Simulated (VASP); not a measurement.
Here is a VASP 6.6.1 calculation.

The input INCAR:

```
  PREC = Accurate
  ENCUT = 520
  EDIFF = 1E-8
  ISMEAR = -1
  SIGMA = 0.05
  LREAL = False
  LASPH = True
  NELM = 60
  ALGO = Normal
  ISIF = 2
  LWAVE = False
  LCHARG = False
  GGA = PS
  LEFG = True
  NBANDS = 18
```

Contents of KPOINTS:

```
Automatic mesh
0
Gamma
  15 15 15
```

The input POSCAR:

```
Re
1.0
    1.3839231524      0.7990084046      6.5646359267
   -1.3839231524      0.7990084046      6.5646359267
    0.0000000000     -1.5980168092      6.5646359267
Re
3
Direct
    0.0000000000      0.0000000000      0.0000000000
    0.2221738800      0.2221738800      0.2221738800
    0.7778261200      0.7778261200      0.7778261200
```

Potentials or basis: VASP PAW PBE potentials, release 64 (Re).

Launch:

```sh
$ cat potpaw_PBE.64/Re/POTCAR > POTCAR
$ mpirun -np 1 vasp_std > vasp.out
```

Q: What does it give for the pressure?

A: 1.4 GPa.

Q: What does it give for the largest force?

A: 0.021 eV/Å.

Q: What does it give for the band gap on the k mesh?

A: Zero (an odd number of electrons rules out a gap without spin polarisation).

Stress tensor (GPa, compression positive):
```
-1.45  0.00  0.00
 0.00 -1.45  0.00
 0.00  0.00  7.00
```

Caveat: the cell differs from its parent crystal (zz strain of -2 %); the stress differs along the axes, from -1 to 7 GPa; without QUAD_EFG the Cq values of the log hold for a quadrupole moment of 1 mb, not for the nuclei; the PAW data sets were made with another functional, which shifts forces and pressure a little; spin-orbit coupling is left out, which moves the levels of the heavy elements.
